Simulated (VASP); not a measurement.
# GaF (Pm-3m) in VASP: a series of runs, part 2 of 2

VASP 6.6.1.

**5. Single point, r2SCANh**

This run uses another cell than the first one, of 16.50 Å³/atom.

POSCAR reads:

```
GaF
1.0
    3.2075816197      0.0000000000      0.0000000000
    0.0000000000      3.2075816197      0.0000000000
    0.0000000000      0.0000000000      3.2075816197
Ga F
1 1
Direct
    0.0000000000      0.0000000000      0.0000000000
    0.5000000000      0.5000000000      0.5000000000
```

INCAR.step1 reads:

```
ALGO     = Normal         # electronic algorithm
EDIFF    = 1E-5           # SCF threshold, eV
ENCUT    = 520            # plane-wave cutoff, eV
GGA      = PE             # functional
ISIF     = 2              # what is computed and relaxed
ISMEAR   = -1             # smearing method
LASPH    = T              # aspherical terms in the spheres
LCHARG   = F              # write CHGCAR
LREAL    = F              # projectors in reciprocal space
LWAVE    = T              # write WAVECAR
NBANDS   = 17             # bands
NELM     = 80             # most SCF steps
PREC     = Accurate       # precision mode
SIGMA    = 0.05           # smearing width, eV
```

INCAR.step2 reads:

```
AEXX     = 0.1            # exact-exchange fraction
ALGO     = Normal         # electronic algorithm
EDIFF    = 1E-6           # SCF threshold, eV
ENCUT    = 520            # plane-wave cutoff, eV
ISIF     = 2              # what is computed and relaxed
ISMEAR   = -1             # smearing method
ISTART   = 1            
LASPH    = T              # aspherical terms in the spheres
LCHARG   = F              # write CHGCAR
LHFCALC  = T              # exact exchange
LMIXTAU  = T            
LREAL    = F              # projectors in reciprocal space
LWAVE    = F              # write WAVECAR
METAGGA  = R2SCAN         # meta-GGA
NBANDS   = 17             # bands
NELM     = 80             # most SCF steps
PREC     = Accurate       # precision mode
PRECFOCK = Normal       
SIGMA    = 0.05           # smearing width, eV
```

KPOINTS reads:

```
k-points
0
Gamma
  4 4 4
```

Potentials or basis: VASP PAW PBE potentials, release 64 (Ga_d, F).

On the command line:

```sh
$ cat potpaw_PBE.64/Ga_d/POTCAR potpaw_PBE.64/F/POTCAR > POTCAR
$ cp INCAR.step1 INCAR
$ mpirun -np 1 vasp_std > vasp.out
$ cp INCAR.step2 INCAR
$ mpirun -np 1 vasp_std > vasp.out
```

OUTCAR:

```text
AEXX = 0.1
   EDIFF = 1E-6
   ENCUT = 520
   ISIF = 2
   ISMEAR = -1
   ISTART = 1
   LASPH = T
   LHFCALC = T
   LREAL = F
   METAGGA = R2SCAN
   NELM = 80
   PREC = Accurate
   PRECFOCK = Normal

 ion  position               nearest neighbor table
   1  0.000  0.000  0.000-
   2  0.500  0.500  0.500-

  LATTYP: Found a simple cubic cell.
 ALAT       =     3.2075816197

  Lattice vectors:

 A1 = (   3.2075816197,   0.0000000000,   0.0000000000)
 A2 = (   0.0000000000,   3.2075816197,   0.0000000000)
 A3 = (   0.0000000000,   0.0000000000,   3.2075816197)

Analysis of symmetry for initial positions (statically):
=====================================================================
 Subroutine PRICEL returns:
 Original cell was already a primitive cell.

 Routine SETGRP: Setting up the symmetry group for a
 simple cubic supercell.

 Subroutine GETGRP returns: Found 48 space group operations
 (whereof 48 operations were pure point group operations)
 out of a pool of 48 trial point group operations.

The static configuration has the point symmetry O_h .

Analysis of symmetry for dynamics (positions and initial velocities):
=====================================================================
 Subroutine PRICEL returns:
 Original cell was already a primitive cell.

 Routine SETGRP: Setting up the symmetry group for a
 simple cubic supercell.

 Subroutine GETGRP returns: Found 48 space group operations
 (whereof 48 operations were pure point group operations)
 out of a pool of 48 trial point group operations.

The dynamic configuration has the point symmetry O_h .

 Subroutine INISYM returns: Found 48 space group operations
 (whereof 48 operations are pure point group operations),
 and found     1 'primitive' translations

[... 100 lines left out ...]
  volume/ion in A,a.u.               =      16.50       111.35
  Fermi-wavevector in a.u.,A,eV,Ry     =   1.385396  2.618018 26.113944  1.919321
  Thomas-Fermi vector in A             =   2.509810
   LORBIT       =      0    0 simple, 1 ext, 2 COOP (PROOUT), +10 PAW based schemes
   METAGGA = R2SCAN    functional components
   LHFCALC =     T    Hartree Fock is set to
   PRECFOCK=normal    Normal, Fast or Accurate (Low or Medium for compatibility)
   ENCUT4O =  -1.0   cutoff for four orbital integrals eV
   NKREDX  =     1    reduce k-point grid by
   NKREDY  =     1    reduce k-point grid by
   NKREDZ  =     1    reduce k-point grid by
   AEXX    =    0.1000 exact exchange contribution
   HFSCREEN=    0.0000 screening length (either q_TF or 0.3 A-1)
   HFSCREENC=   0.0000 screening length for correlation (either q_TF or 0.3 A-1)
   ENCUTFOCK=  -1.0 apply spherical cutoff to Coloumb kernel
   IVDW    =     0    specifies the selected vdW correction
   LEPSILON=     F    determine dielectric tensor
   LRPA    =     F    only Hartree local field effects (RPA)
 non-spin polarized calculation
  energy-cutoff  :      520.00
  volume of cell :       33.00
 maximum number of plane-waves:       912
 NGX is ok and might be reduce to    24
  NGX = 18; NGY = 18; NGZ = 18

 number of electron      19.9999985 magnetization

 Free energy of the ion-electron system (eV)
  ---------------------------------------------------
  ext. energy  EPLUGINS =         0.00000000
  ---------------------------------------------------
  free energy    TOTEN  =       -17.24190718 eV

  energy without entropy =      -17.24190699  energy(sigma->0) =      -17.24190708

 E-fermi :   2.2275     XC(G=0):  -9.5504

 val. band max:        1.6109883607   @ k =   0.5000   0.5000   0.5000
 cond. band min:       2.8989884544   @ k =   0.5000   0.0000   0.0000
 fundamental gap:      1.2880000938
 Fermi energy:         2.2275166994

 k-point     1 :       0.0000    0.0000    0.0000
  band No.  band energies     occupation
      1     -22.5419      2.00000
      2     -14.0555      2.00000
      3     -14.0555      2.00000
      4     -13.9107      2.00000
      5     -13.9107      2.00000
      6     -13.9107      2.00000
[... 177 lines left out ...]
      4     -14.0023      2.00000
      5     -13.8708      2.00000
      6     -13.8708      2.00000
[... 9 lines left out ...]
     16      14.9022      0.00000
     17      23.3680      0.00000

------------------------ aborting loop because EDIFF is reached ----------------------------------------

  FORCE on cell =-STRESS in cart. coord.  units (eV):
  Direction    XX          YY          ZZ          XY          YZ          ZX
  --------------------------------------------------------------------------------------
  -------------------------------------------------------------------------------------
  Total       -0.6270372     -0.6270372     -0.6270372      0.0000000      0.0000000      0.0000000
  in kB      -30.4418271    -30.4418271    -30.4418271      0.0000000      0.0000000      0.0000000
  external PRESSURE =     -30.4418271 kB  Pullay stress =       0.0000000 kB

 VOLUME and BASIS-vectors are now :
 -----------------------------------------------------------------------------
  energy-cutoff  :      520.00
  volume of cell :       33.00
      direct lattice vectors                 reciprocal lattice vectors
     3.207581620  0.000000000  0.000000000     0.311761357  0.000000000  0.000000000
     0.000000000  3.207581620  0.000000000     0.000000000  0.311761357  0.000000000
     0.000000000  0.000000000  3.207581620     0.000000000  0.000000000  0.311761357

 POSITION                                       TOTAL-FORCE (eV/Angst)
 -----------------------------------------------------------------------------------
      0.00000      0.00000      0.00000         0.000000      0.000000      0.000000
      1.60379      1.60379      1.60379         0.000000      0.000000      0.000000
 -----------------------------------------------------------------------------------
    total drift:                               -0.000001     -0.000000     -0.000001

  FREE ENERGIE OF THE ION-ELECTRON SYSTEM (eV)
  ---------------------------------------------------
  free  energy   TOTEN  =       -17.2419071767 eV

  energy  without entropy=      -17.2419069852  energy(sigma->0) =      -17.24190708
```

OUTCAR.step1:

```text
EDIFF = 1E-5
   ENCUT = 520
   GGA = PE
   ISIF = 2
   ISMEAR = -1
[... 404 lines left out ...]
 -----------------------------------------------------------------------------------
      0.00000      0.00000      0.00000         0.000000      0.000000      0.000000
      1.60379      1.60379      1.60379         0.000000      0.000000      0.000000
 -----------------------------------------------------------------------------------
    total drift:                                0.000000      0.000000     -0.000000

  FREE ENERGIE OF THE ION-ELECTRON SYSTEM (eV)
  ---------------------------------------------------
  free  energy   TOTEN  =        -7.4037927557 eV

  energy  without entropy=       -7.4037122552  energy(sigma->0) =       -7.40375251
```

Wall time 8.7 min (1 thread of Intel Xeon 8259CL, shared host); peak memory 0.16 GiB.

What came out:

| Quantity | Value |
| --- | --- |
| Free energy | -17.2419 eV |
| Pressure | -3.0 GPa |
| Band gap on the k mesh | 1.29 eV (least direct gap 2.24 eV) |

Caveat: the k points lie up to 0.49 Å⁻¹ apart; the PAW data sets were made with another functional, which shifts forces and pressure a little.

**6. The runs side by side**

| task | level | cell | cutoff (eV) | share of exact exchange | gap on the mesh (eV) | pressure (GPa) |
| --- | --- | --- | --- | --- | --- | --- |
| single point | HF | a = 3.166 Å, 2 atoms | 520 | 1 | 5.57 | 7.4 |
| single point | HF | a = 3.361 Å, 2 atoms | 520 | 1 | 7.10 | -0.5 |
| relaxation of cell and atoms | PBE0 | relaxed from a = 3.166 Å, 2 atoms | 600 | 0.25 | 1.44 | -0.1 |
| single point | r2SCANh | a = 3.208 Å, 2 atoms | 520 | 0.1 | 1.29 | -3.0 |

Alike in all rows: potentials or basis VASP PAW PBE potentials, release 64 (Ga_d, F); no spin polarisation; k mesh 4 × 4 × 4; smearing fermi-dirac 0.05 eV.

Caveats: all runs use coarse meshes; the PAW data sets were made with another functional, which shifts forces and pressure a little.

Absolute energies hang on the potentials; compare differences alone.
